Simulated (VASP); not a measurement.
# Pb (Fd-3m) in VASP: notebook

Runs on Pb. Level: LDA. Tasks: single point.

All numbers are computed with VASP 6.6.1; they aren't measurements. Logs are shortened: lines on timing, memory, paths and dates and some standing lists are left out, and cuts for length are marked.

**1. The cell of the first run**

Symmetry: Fd-3m, No. 227, cubic system. The conventional cell has a = 6.878 Å, b = 6.878 Å, c = 6.878 Å, α = 90.00°, β = 90.00°, γ = 90.00°. Pb (site symmetry -43m) has 4 Pb at 2.98 Å within 3.9 Å.

**2. Single point, LDA**

INCAR

```
PREC = Accurate
ENCUT = 520
EDIFF = 1E-7
ISMEAR = -1
SIGMA = 0.1
LREAL = F
LASPH = T
NELM = 100
ALGO = Normal
ISIF = 2
LWAVE = F
LCHARG = F
NBANDS = 21
```

KPOINTS

```
Automatic mesh
0
Gamma
  6 6 6
```

POSCAR

```
Pb
1.0
    0.0000000000      3.4390000555      3.4390000555
    3.4390000555      0.0000000000      3.4390000555
    3.4390000555      3.4390000555      0.0000000000
Pb
2
Direct
    0.2500000000      0.2500000000      0.2500000000
    0.0000000000      0.0000000000      0.0000000000
```

Potentials or basis: VASP PAW LDA potentials, release 64 (Pb_d).

Started as:

```
$ cat potpaw_LDA.64/Pb_d/POTCAR > POTCAR
$ mpirun -np 1 vasp_std > vasp.out
```

OUTCAR:

```text
PREC = Accurate
   ENCUT = 520
   EDIFF = 1E-7
   ISMEAR = -1
   LREAL = F
   LASPH = T
   NELM = 100
   ISIF = 2

 ion  position               nearest neighbor table
   1  0.250  0.250  0.250-   2 2.98   2 2.98   2 2.98   2 2.98
   2  0.000  0.000  0.000-   1 2.98   1 2.98   1 2.98   1 2.98

  LATTYP: Found a face centered cubic cell.
 ALAT       =     6.8780001110

  Lattice vectors:

 A1 = (   0.0000000000,   3.4390000555,   3.4390000555)
 A2 = (   3.4390000555,   0.0000000000,   3.4390000555)
 A3 = (   3.4390000555,   3.4390000555,   0.0000000000)

Analysis of symmetry for initial positions (statically):
=====================================================================
 Subroutine PRICEL returns:
 Original cell was already a primitive cell.

 Routine SETGRP: Setting up the symmetry group for a
 face centered cubic supercell.

 Subroutine GETGRP returns: Found 48 space group operations
 (whereof 24 operations were pure point group operations)
 out of a pool of 48 trial point group operations.

The static configuration has the point symmetry T_d .
 The point group associated with its full space group is O_h .

Analysis of symmetry for dynamics (positions and initial velocities):
=====================================================================
 Subroutine PRICEL returns:
 Original cell was already a primitive cell.

 Routine SETGRP: Setting up the symmetry group for a
 face centered cubic supercell.

 Subroutine GETGRP returns: Found 48 space group operations
 (whereof 24 operations were pure point group operations)
 out of a pool of 48 trial point group operations.

The dynamic configuration has the point symmetry T_d .
 The point group associated with its full space group is O_h .

 Subroutine INISYM returns: Found 48 space group operations
 (whereof 24 operations are pure point group operations),
 and found     1 'primitive' translations

----------------------------------------------------------------------------------------

                                     Primitive cell

  volume of cell :      81.3442

  direct lattice vectors                    reciprocal lattice vectors
     0.000000000  3.439000056  3.439000056    -0.145391100  0.145391100  0.145391100
     3.439000056  0.000000000  3.439000056     0.145391100 -0.145391100  0.145391100
     3.439000056  3.439000056  0.000000000     0.145391100  0.145391100 -0.145391100

  length of vectors
     4.863480519  4.863480519  4.863480519     0.251824772  0.251824772  0.251824772

  position of ions in fractional coordinates (direct lattice)
     0.250000000  0.250000000  0.250000000
     0.000000000  0.000000000  0.000000000

  ion indices of the primitive-cell ions
   primitive index   ion index
                 1           1
                 2           2

----------------------------------------------------------------------------------------

 KPOINTS: Automatic mesh

Automatic generation of k-mesh.
 Grid dimensions read from file:
 generate k-points for:    6    6    6

 Generating k-lattice:

  Cartesian coordinates                     Fractional coordinates (reciprocal lattice)
    -0.024231850  0.024231850  0.024231850     0.166666667  0.000000000  0.000000000
     0.024231850 -0.024231850  0.024231850     0.000000000  0.166666667  0.000000000
     0.024231850  0.024231850 -0.024231850     0.000000000  0.000000000  0.166666667

  Length of vectors
     0.041970795  0.041970795  0.041970795

  Shift w.r.t. Gamma in fractional coordinates (k-lattice)
     0.000000000  0.000000000  0.000000000

 Subroutine IBZKPT returns following result:
 ===========================================

 Found     16 irreducible k-points:

 Following reciprocal coordinates:
            Coordinates               Weight
  0.000000  0.000000  0.000000      1.000000
  0.166667  0.000000  0.000000      8.000000
  0.333333  0.000000  0.000000      8.000000
  0.500000  0.000000  0.000000      4.000000
  0.166667  0.166667  0.000000      6.000000
  0.333333  0.166667  0.000000     24.000000
[... 8 lines left out ...]
 -0.333333  0.333333  0.166667     24.000000
 -0.333333  0.500000  0.166667     12.000000
   k-points           NKPTS =     16   k-points in BZ     NKDIM =     16   number of bands    NBANDS=     21
   number of dos      NEDOS =    301   number of ions     NIONS =      2
   total plane-waves  NPLWV =  46656
   dimension x,y,z NGX =    36 NGY =   36 NGZ =   36
   dimension x,y,z NGXF=    72 NGYF=   72 NGZF=   72
   ions per type =               2
   NGX,Y,Z   is equivalent  to a cutoff of  12.31, 12.31, 12.31 a.u.
   NGXF,Y,Z  is equivalent  to a cutoff of  24.61, 24.61, 24.61 a.u.
 SYSTEM =  unknown system
   PREC   = accura    normal or accurate (medium, high low for compatibility)
   ISTART =      0    job   : 0-new  1-cont  2-samecut
   ICHARG =      2    charge: 1-file 2-atom 10-const
   ISPIN  =      1    spin polarized calculation?
   LNONCOLLINEAR =      F non collinear calculations
   LSORBIT =      F    spin-orbit coupling
   LASPH  =      T    aspherical Exc in radial PAW
   ENCUT  =  520.0 eV  38.22 Ry    6.18 a.u.   9.04  9.04  9.04*2*pi/ulx,y,z
   NELM   =    100;   NELMIN=  2; NELMDL= -5     # of ELM steps
   EDIFF  = 0.1E-06   stopping-criterion for ELM
   LREAL  =      F    real-space projection
   EDIFFG = 0.1E-05   stopping-criterion for IOM
   NSW    =      0    number of steps for IOM
   IBRION =     -1    ionic relax: 0-MD 1-quasi-New 2-CG
   NFREE  =      0    steps in history (QN), initial steepest desc. (CG)
   ISIF   =      2    stress and relaxation
   ISYM   =      2    0-nonsym 1-usesym 2-fastsym
   POTIM  = 0.5000    time-step for ionic-motion
   TEBEG  =    0.0;   TEEND  =   0.0 temperature during run
   PSTRESS=    0.0 pullay stress
   NELECT =      28.0000    total number of electrons
   NUPDOWN=      -1.0000    fix difference up-down
   EMIN   =  10.00;   EMAX   =-10.00  energy-range for DOS
   EFERMI =   0.00;   METHOD = LEGACY
   ISMEAR =    -1;   SIGMA  =   0.10  broadening in eV -4-tet -1-fermi 0-gaus
   EFERMI_NEDOS =   21; number of points for ismear=-14 and -15
   IALGO  =     38    algorithm
   IMIX   =      4    mixing-type and parameters
     AMIX     =   0.40;   BMIX     =  1.00
     AMIX_MAG =   1.60;   BMIX_MAG =  1.00
  volume/ion in A,a.u.               =      40.67       274.47
  Fermi-wavevector in a.u.,A,eV,Ry     =   1.147322  2.168124 17.909999  1.316348
  Thomas-Fermi vector in A             =   2.284002
   LORBIT       =      0    0 simple, 1 ext, 2 COOP (PROOUT), +10 PAW based schemes
   GGA     = CA    functional components
   LHFCALC =     F    Hartree Fock is set to
   AEXX    =    0.0000 exact exchange contribution
   IVDW    =     0    specifies the selected vdW correction
   LEPSILON=     F    determine dielectric tensor
   LRPA    =     F    only Hartree local field effects (RPA)
 non-spin polarized calculation
  energy-cutoff  :      520.00
  volume of cell :       81.34
 maximum number of plane-waves:      2202
   NGX = 19   NGY = 19   NGZ = 19

 number of electron      28.0000001 magnetization

 Free energy of the ion-electron system (eV)
  ---------------------------------------------------
  ext. energy  EPLUGINS =         0.00000000
  ---------------------------------------------------
  free energy    TOTEN  =        -7.88631778 eV

  energy without entropy =       -7.86318317  energy(sigma->0) =       -7.87475048

 E-fermi :   3.9645     XC(G=0):  -8.7627

 val. band max:        3.9530416902   @ k =   0.1667   0.0000   0.0000
 cond. band min:       4.0355552265   @ k =   0.1667   0.0000   0.0000
 fundamental gap:      0.0825135363
 Fermi energy:         3.9644880225

 k-point     1 :       0.0000    0.0000    0.0000
  band No.  band energies     occupation
      1     -13.1007      2.00000
      2     -13.1007      2.00000
      3     -13.1007      2.00000
      4     -13.0207      2.00000
      5     -13.0207      2.00000
      6     -12.5885      2.00000
[... 13 lines left out ...]
     20      11.9890      0.00000
     21      11.9890      0.00000

 k-point     2 :       0.1667    0.0000    0.0000
  band No.  band energies     occupation
      1     -13.1234      2.00000
      2     -13.1234      2.00000
      3     -13.0945      2.00000
      4     -12.9870      2.00000
      5     -12.9870      2.00000
      6     -12.6250      2.00000
[... 13 lines left out ...]
     20      11.2021      0.00000
     21      11.2021      0.00000

 k-point     3 :       0.3333    0.0000    0.0000
  band No.  band energies     occupation
      1     -13.1441      2.00000
      2     -13.1441      2.00000
      3     -13.0815      2.00000
      4     -12.9480      2.00000
      5     -12.9480      2.00000
      6     -12.6555      2.00000
[... 13 lines left out ...]
     20      11.4895      0.00000
     21      11.4895      0.00000

 k-point     4 :       0.5000    0.0000    0.0000
  band No.  band energies     occupation
      1     -13.1494      2.00000
      2     -13.1494      2.00000
      3     -13.0746      2.00000
      4     -12.9364      2.00000
      5     -12.9364      2.00000
      6     -12.6627      2.00000
[... 13 lines left out ...]
     20      11.9204      0.00000
     21      12.4518      0.00000

 k-point     5 :       0.1667    0.1667    0.0000
  band No.  band energies     occupation
      1     -13.1199      2.00000
      2     -13.1199      2.00000
      3     -13.1177      2.00000
      4     -12.9896      2.00000
      5     -12.9492      2.00000
      6     -12.6986      2.00000
[... 13 lines left out ...]
     20       9.9145      0.00000
     21      12.6297      0.00000
[... 190 lines left out ...]
     20      12.1983      0.00000
     21      14.2891      0.00000

 k-point    14 :       0.5000    0.3333    0.1667
  band No.  band energies     occupation
      1     -13.1786      2.00000
      2     -13.1718      2.00000
      3     -13.0298      2.00000
      4     -12.9068      2.00000
      5     -12.8420      2.00000
      6     -12.8127      2.00000
[... 13 lines left out ...]
     20      11.7135      0.00000
     21      13.0807      0.00000

 k-point    15 :      -0.3333    0.3333    0.1667
  band No.  band energies     occupation
      1     -13.1979      2.00000
      2     -13.1777      2.00000
      3     -12.9868      2.00000
      4     -12.8708      2.00000
      5     -12.8291      2.00000
      6     -12.8211      2.00000
[... 13 lines left out ...]
     20      12.9182      0.00000
     21      12.9225      0.00000

 k-point    16 :      -0.3333    0.5000    0.1667
  band No.  band energies     occupation
      1     -13.1892      2.00000
      2     -13.1892      2.00000
      3     -12.9435      2.00000
      4     -12.9435      2.00000
      5     -12.7971      2.00000
      6     -12.7971      2.00000
[... 13 lines left out ...]
     20      12.5906      0.00000
     21      13.7950      0.00000

------------------------ aborting loop because EDIFF is reached ----------------------------------------

  FORCE on cell =-STRESS in cart. coord.  units (eV):
  Direction    XX          YY          ZZ          XY          YZ          ZX
  --------------------------------------------------------------------------------------
  -------------------------------------------------------------------------------------
  Total       -0.2954261     -0.2954261     -0.2954261      0.0000000     -0.0000000      0.0000000
  in kB       -5.8187938     -5.8187938     -5.8187938      0.0000000     -0.0000000      0.0000000
  external PRESSURE =      -5.8187938 kB  Pullay stress =       0.0000000 kB

 VOLUME and BASIS-vectors are now :
 -----------------------------------------------------------------------------
  energy-cutoff  :      520.00
  volume of cell :       81.34
      direct lattice vectors                 reciprocal lattice vectors
     0.000000000  3.439000056  3.439000056    -0.145391100  0.145391100  0.145391100
     3.439000056  0.000000000  3.439000056     0.145391100 -0.145391100  0.145391100
     3.439000056  3.439000056  0.000000000     0.145391100  0.145391100 -0.145391100

 POSITION                                       TOTAL-FORCE (eV/Angst)
 -----------------------------------------------------------------------------------
      1.71950      1.71950      1.71950         0.000000      0.000000      0.000000
      0.00000      0.00000      0.00000        -0.000000     -0.000000     -0.000000
 -----------------------------------------------------------------------------------
    total drift:                                0.000000      0.000000      0.000000

  FREE ENERGIE OF THE ION-ELECTRON SYSTEM (eV)
  ---------------------------------------------------
  free  energy   TOTEN  =        -7.8863177846 eV

  energy  without entropy=       -7.8631831715  energy(sigma->0) =       -7.87475048
```

Run time: 14 s. Hardware: 1 thread of Intel Xeon Platinum 8488C (Sapphire Rapids), shared host; peak memory 0.17 GiB.

Results:

```yaml
Free_energy: -7.8863 eV
Pressure: -0.6 GPa
Band_gap_on_the_k_mesh: zero (band 14 reaches 4.45 eV, above the bottom of band 15 at 3.30 eV)
```

Caveat: spin-orbit coupling is left out, which moves the levels of the heavy elements.

**3. Single point, LDA**

INCAR

```
PREC = Accurate ; ENCUT = 520
EDIFF = 1E-6 ; ISMEAR = -1
SIGMA = 0.05 ; LREAL = F
LASPH = T ; NELM = 80
ALGO = Normal ; ISIF = 2
LWAVE = F ; LCHARG = F
GGA = CA ; NBANDS = 21
```

KPOINTS

```
regular mesh
0
Gamma
  7 7 7
```

POSCAR is that of step 2.

Potentials or basis: VASP PAW LDA potentials, release 64 (Pb_d).

Started as:

```
$ cat potpaw_LDA.64/Pb_d/POTCAR > POTCAR
$ mpirun -np 1 vasp_std > vasp.out
```

Wall time 20 s (1 thread of Intel Xeon Platinum 8488C (Sapphire Rapids), shared host); peak memory 0.18 GiB.

The run converged. Its results:

| Property | Result |
| --- | --- |
| Free energy | -7.8877 eV |
| Pressure | -0.7 GPa |
| Band gap on the k mesh | zero (band 14 reaches 4.45 eV, above the bottom of band 15 at 3.34 eV) |

Levels at points of the mesh, in eV from the Fermi level:
| k point | band 12 | band 13 | band 14 | band 15 | band 16 | band 17 |
| --- | --- | --- | --- | --- | --- | --- |
| (0.00, 0.00, 0.00) | -3.95 | 0.40 | 0.40 | 0.40 | 2.40 | 2.40 |

Caveat: spin-orbit coupling is left out, which moves the levels of the heavy elements.
